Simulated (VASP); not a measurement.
# In (I4/mmm) in VASP: further runs

The runs below take In through single point, with PBEsol.

Everything below comes from runs of VASP 6.6.1. Logs are shortened: lines on timing, memory, paths and dates and some standing lists are left out, and cuts for length are marked.

**1. The cell of the first run**

Symmetry: I4/mmm, No. 139, tetragonal system. Conventional cell: a = 3.258 Å, b = 3.258 Å, c = 5.095 Å, α = 90.00°, β = 90.00°, γ = 90.00°. Within 4.3 Å of In (site symmetry 4/mmm) lie 12 In at 3.26 to 3.43 Å.

**2. Single point, PBEsol (27.03 Å³/atom)**

Input file INCAR:

```
ALGO = Fast
EDIFF = 1E-6
ENCUT = 520
GGA = PS
ISIF = 2
ISMEAR = 0
LASPH = True
LCHARG = False
LREAL = False
LWAVE = False
NBANDS = 12
NELM = 80
PREC = Accurate
SIGMA = 0.1
```

Input file KPOINTS:

```
k-points
0
Gamma
  18 18 18
```

Input file POSCAR:

```
In
1.0
   -1.6287729803      1.6287729803      2.5476794526
    1.6287729803     -1.6287729803      2.5476794526
    1.6287729803      1.6287729803     -2.5476794526
In
1
Direct
    0.0000000000      0.0000000000      0.0000000000
```

Potentials or basis: VASP PAW PBE potentials, release 64 (In_d).

Launch:

```console
> cat potpaw_PBE.64/In_d/POTCAR > POTCAR
> mpirun -np 1 vasp_std > vasp.out
```

OUTCAR:

```text
EDIFF = 1E-6
   ENCUT = 520
   GGA = PS
   ISIF = 2
   ISMEAR = 0
   LASPH = True
   LREAL = False
   NELM = 80
   PREC = Accurate

 ion  position               nearest neighbor table
   1  0.000  0.000  0.000-

  LATTYP: Found a body centered tetragonal cell.
 ALAT       =     3.2575459606
 C/A-ratio  =     1.5641709946

  Lattice vectors:

 A1 = (  -1.6287729803,   1.6287729803,   2.5476794526)
 A2 = (   1.6287729803,  -1.6287729803,   2.5476794526)
 A3 = (   1.6287729803,   1.6287729803,  -2.5476794526)

Analysis of symmetry for initial positions (statically):
=====================================================================
 Subroutine PRICEL returns:
 Original cell was already a primitive cell.

 Routine SETGRP: Setting up the symmetry group for a
 body centered tetragonal supercell.

 Subroutine GETGRP returns: Found 16 space group operations
 (whereof 16 operations were pure point group operations)
 out of a pool of 16 trial point group operations.

The static configuration has the point symmetry D_4h.

Analysis of symmetry for dynamics (positions and initial velocities):
=====================================================================
 Subroutine PRICEL returns:
 Original cell was already a primitive cell.

 Routine SETGRP: Setting up the symmetry group for a
 body centered tetragonal supercell.

 Subroutine GETGRP returns: Found 16 space group operations
 (whereof 16 operations were pure point group operations)
 out of a pool of 16 trial point group operations.

The dynamic configuration has the point symmetry D_4h.

 Subroutine INISYM returns: Found 16 space group operations
 (whereof 16 operations are pure point group operations),
 and found     1 'primitive' translations

----------------------------------------------------------------------------------------

                                     Primitive cell

  volume of cell :      27.0350

  direct lattice vectors                    reciprocal lattice vectors
    -1.628772980  1.628772980  2.547679453     0.000000000  0.306979552  0.196257029
     1.628772980 -1.628772980  2.547679453     0.306979552  0.000000000  0.196257029
     1.628772980  1.628772980 -2.547679453     0.306979552  0.306979552  0.000000000

  length of vectors
     3.434599458  3.434599458  3.434599458     0.364353217  0.364353217  0.434134646

  position of ions in fractional coordinates (direct lattice)
     0.000000000  0.000000000  0.000000000

  ion indices of the primitive-cell ions
   primitive index   ion index
                 1           1

----------------------------------------------------------------------------------------

 KPOINTS: k-points

Automatic generation of k-mesh.
 Grid dimensions read from file:
 generate k-points for:   18   18   18

 Generating k-lattice:

  Cartesian coordinates                     Fractional coordinates (reciprocal lattice)
     0.000000000  0.017054420  0.010903168     0.055555556 -0.000000000  0.000000000
     0.017054420  0.000000000  0.010903168    -0.000000000  0.055555556  0.000000000
     0.017054420  0.017054420  0.000000000     0.000000000  0.000000000  0.055555556

  Length of vectors
     0.020241845  0.020241845  0.024118591

  Shift w.r.t. Gamma in fractional coordinates (k-lattice)
     0.000000000  0.000000000  0.000000000

 Subroutine IBZKPT returns following result:
 ===========================================

 Found    480 irreducible k-points:

 Following reciprocal coordinates:
            Coordinates               Weight
  0.000000  0.000000  0.000000      1.000000
  0.055556 -0.000000  0.000000      8.000000
  0.111111 -0.000000  0.000000      8.000000
  0.166667 -0.000000  0.000000      8.000000
  0.222222 -0.000000  0.000000      8.000000
  0.277778  0.000000 -0.000000      8.000000
[... 16 lines left out ...]
 -0.277778  0.055556  0.000000     16.000000
 -0.222222  0.055556 -0.000000     16.000000
 [... further k-points ...]
   k-points           NKPTS =    480   k-points in BZ     NKDIM =    480   number of bands    NBANDS=     12
   number of dos      NEDOS =    301   number of ions     NIONS =      1
   total plane-waves  NPLWV =  21952
   dimension x,y,z NGX =    28 NGY =   28 NGZ =   28
   dimension x,y,z NGXF=    56 NGYF=   56 NGZF=   56
   ions per type =               1
   NGX,Y,Z   is equivalent  to a cutoff of  13.55, 13.55, 13.55 a.u.
   NGXF,Y,Z  is equivalent  to a cutoff of  27.11, 27.11, 27.11 a.u.
 SYSTEM =  unknown system
   PREC   = accura    normal or accurate (medium, high low for compatibility)
   ISTART =      0    job   : 0-new  1-cont  2-samecut
   ICHARG =      2    charge: 1-file 2-atom 10-const
   ISPIN  =      1    spin polarized calculation?
   LNONCOLLINEAR =      F non collinear calculations
   LSORBIT =      F    spin-orbit coupling
   LASPH  =      T    aspherical Exc in radial PAW
   ENCUT  =  520.0 eV  38.22 Ry    6.18 a.u.   6.39  6.39  6.39*2*pi/ulx,y,z
   NELM   =     80;   NELMIN=  2; NELMDL= -5     # of ELM steps
   EDIFF  = 0.1E-05   stopping-criterion for ELM
   LREAL  =      F    real-space projection
[... 7 lines left out ...]
   TEBEG  =    0.0;   TEEND  =   0.0 temperature during run
   PSTRESS=    0.0 pullay stress
   NELECT =      13.0000    total number of electrons
   NUPDOWN=      -1.0000    fix difference up-down
   EMIN   =  10.00;   EMAX   =-10.00  energy-range for DOS
   EFERMI =   0.00;   METHOD = LEGACY
   ISMEAR =     0;   SIGMA  =   0.10  broadening in eV -4-tet -1-fermi 0-gaus
   EFERMI_NEDOS =   21; number of points for ismear=-14 and -15
   IALGO  =     68    algorithm
   IMIX   =      4    mixing-type and parameters
     AMIX     =   0.40;   BMIX     =  1.00
     AMIX_MAG =   1.60;   BMIX_MAG =  1.00
  volume/ion in A,a.u.               =      27.03       182.44
  Fermi-wavevector in a.u.,A,eV,Ry     =   1.282569  2.423703 22.381347  1.644983
  Thomas-Fermi vector in A             =   2.414873
   LORBIT       =      0    0 simple, 1 ext, 2 COOP (PROOUT), +10 PAW based schemes
   GGA     = PS    functional components
   LHFCALC =     F    Hartree Fock is set to
   AEXX    =    0.0000 exact exchange contribution
   IVDW    =     0    specifies the selected vdW correction
   LEPSILON=     F    determine dielectric tensor
   LRPA    =     F    only Hartree local field effects (RPA)
 non-spin polarized calculation
 RMM-DIIS sequential band-by-band and
 Gauss-broadening in eV      SIGMA  =   0.10
  energy-cutoff  :      520.00
  volume of cell :       27.03
 maximum number of plane-waves:       742
 NGX is ok and might be reduce to    28
   NGX = 13   NGY = 13   NGZ = 13

 number of electron      13.0000001 magnetization

 Free energy of the ion-electron system (eV)
  ---------------------------------------------------
  ext. energy  EPLUGINS =         0.00000000
  ---------------------------------------------------
  free energy    TOTEN  =        -2.97458534 eV

  energy without entropy =       -2.97214260  energy(sigma->0) =       -2.97336397

 E-fermi :   6.9743     XC(G=0): -10.2502

 val. band max:        6.9738856197   @ k =   0.4444   0.3333   0.0556
 cond. band min:       6.9917093924   @ k =  -0.3889  -0.4444   0.2222
 fundamental gap:      0.0178237727
 Fermi energy:         6.9742573036

 k-point     1 :       0.0000    0.0000    0.0000
  band No.  band energies     occupation
      1      -7.6218      2.00000
      2      -7.4837      2.00000
      3      -7.4837      2.00000
      4      -7.4437      2.00000
      5      -7.3089      2.00000
      6      -2.3537      2.00000
      7      17.2145      0.00000
      8      17.2145      0.00000
      9      17.3880      0.00000
     10      18.5535      0.00000
     11      20.6699      0.00000
     12      20.8674      0.00000

 k-point     2 :       0.0556   -0.0000    0.0000
  band No.  band energies     occupation
      1      -7.6164      2.00000
      2      -7.4846      2.00000
      3      -7.4794      2.00000
      4      -7.4423      2.00000
      5      -7.3112      2.00000
      6      -2.2877      2.00000
      7      16.3910      0.00000
      8      17.1437      0.00000
      9      17.1469      0.00000
     10      18.3718      0.00000
     11      20.8444      0.00000
     12      21.0412      0.00000

 k-point     3 :       0.1111   -0.0000    0.0000
  band No.  band energies     occupation
      1      -7.6026      2.00000
      2      -7.4893      2.00000
      3      -7.4675      2.00000
      4      -7.4345      2.00000
      5      -7.3171      2.00000
      6      -2.0887      2.00000
      7      14.6558      0.00000
      8      16.6672      0.00000
      9      16.9682      0.00000
     10      18.2762      0.00000
     11      20.2510      0.00000
     12      21.5206      0.00000
[... 286 lines left out ...]
 k-point    23 :      -0.2778    0.0556    0.0000
  band No.  band energies     occupation
      1      -7.5587      2.00000
      2      -7.5331      2.00000
      3      -7.4399      2.00000
      4      -7.3513      2.00000
      5      -7.3157      2.00000
      6      -0.8026      2.00000
      7       9.7429      0.00000
      8      14.5815      0.00000
      9      16.1991      0.00000
     10      18.5307      0.00000
     11      19.3959      0.00000
     12      20.7188      0.00000

 k-point    24 :      -0.2222    0.0556   -0.0000
  band No.  band energies     occupation
      1      -7.5614      2.00000
      2      -7.5174      2.00000
      3      -7.4436      2.00000
      4      -7.3866      2.00000
      5      -7.3321      2.00000
      6      -1.3731      2.00000
      7      11.5215      0.00000
      8      15.0545      0.00000
      9      16.3888      0.00000
     10      18.6267      0.00000
     11      19.9572      0.00000
     12      20.9846      0.00000

 [... further k-points ...]
[... 5 lines left out ...]
  --------------------------------------------------------------------------------------
  -------------------------------------------------------------------------------------
  Total       -0.3470181     -0.3470181     -0.3453008      0.0000000      0.0000000      0.0000000
  in kB      -20.5653849    -20.5653849    -20.4636119      0.0000000      0.0000000      0.0000000
  external PRESSURE =     -20.5314605 kB  Pullay stress =       0.0000000 kB

 VOLUME and BASIS-vectors are now :
 -----------------------------------------------------------------------------
  energy-cutoff  :      520.00
  volume of cell :       27.03
      direct lattice vectors                 reciprocal lattice vectors
    -1.628772980  1.628772980  2.547679453     0.000000000  0.306979552  0.196257029
     1.628772980 -1.628772980  2.547679453     0.306979552  0.000000000  0.196257029
     1.628772980  1.628772980 -2.547679453     0.306979552  0.306979552  0.000000000

 POSITION                                       TOTAL-FORCE (eV/Angst)
 -----------------------------------------------------------------------------------
      0.00000      0.00000      0.00000         0.000000      0.000000      0.000000
 -----------------------------------------------------------------------------------
    total drift:                               -0.000000     -0.000000     -0.000000

  FREE ENERGIE OF THE ION-ELECTRON SYSTEM (eV)
  ---------------------------------------------------
  free  energy   TOTEN  =        -2.9745853420 eV

  energy  without entropy=       -2.9721425985  energy(sigma->0) =       -2.97336397
```

Run time: 4.5 min. Hardware: 1 thread of Intel Xeon 8259CL, shared host; peak memory 0.27 GiB.

What came out:

```
Free energy            : -2.9746 eV
Pressure               : -2.1 GPa
Band gap on the k mesh : zero (an odd number of electrons rules out a gap without spin polarisation)
```

Levels at points of the mesh, in eV from the Fermi level:
```tsv
k point	band 3	band 4	band 5	band 6	band 7	band 8	band 9	band 10
(0.00, 0.00, 0.00)	-14.46	-14.42	-14.28	-9.33	10.24	10.24	10.41	11.58
(0.50, 0.00, 0.00)	-14.44	-14.23	-14.18	-4.28	-3.23	6.98	9.18	10.77
(0.50, 0.50, 0.00)	-14.22	-14.22	-14.10	-1.76	-1.58	3.28	3.88	6.74
(0.50, 0.50, 0.50)	-14.20	-14.18	-14.18	-3.27	-2.70	4.90	4.90	8.30
```

Caveat: the PAW data sets were made with another functional, which shifts forces and pressure a little; spin-orbit coupling is left out, which moves the levels of the heavy elements.

**3. Single point, PBEsol (28.06 Å³/atom)**

This run uses another cell than the first one, of 28.06 Å³/atom.

Input file INCAR:

```
SYSTEM = In
PREC = Accurate
ENCUT = 520
EDIFF = 1E-7
ISMEAR = 0
SIGMA = 0.1
LREAL = .False.
LASPH = .True.
NELM = 60
ALGO = Fast
ISIF = 2
LWAVE = .False.
LCHARG = .False.
GGA = PS
NBANDS = 12
```

Input file KPOINTS:

```
regular mesh
0
Gamma
  18 18 18
  0 0 0
```

Input file POSCAR:

```
In
1.0
   -1.6490082541      1.6490082541      2.5793308810
    1.6490082541     -1.6490082541      2.5793308810
    1.6490082541      1.6490082541     -2.5793308810
In
1
Direct
    0.0000000000      0.0000000000      0.0000000000
```

Potentials or basis: VASP PAW PBE potentials, release 64 (In_d).

Launch:

```console
> cat potpaw_PBE.64/In_d/POTCAR > POTCAR
> mpirun -np 1 vasp_std > vasp.out
```

Wall time 5.2 min (1 thread of Intel Xeon 8259CL, shared host); peak memory 0.28 GiB.

The run converged. Its results:

```yaml
Free_energy: -2.9571 eV
Pressure: -3.3 GPa
Band_gap_on_the_k_mesh: zero (an odd number of electrons rules out a gap without spin polarisation)
```

Stress tensor (GPa, compression positive):
```
-3.31  0.00  0.00
 0.00 -3.31  0.00
 0.00  0.00 -3.41
```

Levels at points of the mesh, in eV from the Fermi level:
```tsv
k point	band 4	band 5	band 6	band 7	band 8	band 9
(0.00, 0.00, 0.00)	-14.38	-14.26	-9.08	9.92	9.92	10.07
(0.50, 0.00, 0.00)	-14.21	-14.17	-4.26	-3.07	6.79	8.90
(0.50, 0.50, 0.00)	-14.20	-14.10	-1.67	-1.65	3.22	3.82
(0.50, 0.50, 0.50)	-14.17	-14.17	-3.29	-2.55	4.80	4.80
```

Caveat: the cell stands under tension; the PAW data sets were made with another functional, which shifts forces and pressure a little; spin-orbit coupling is left out, which moves the levels of the heavy elements.
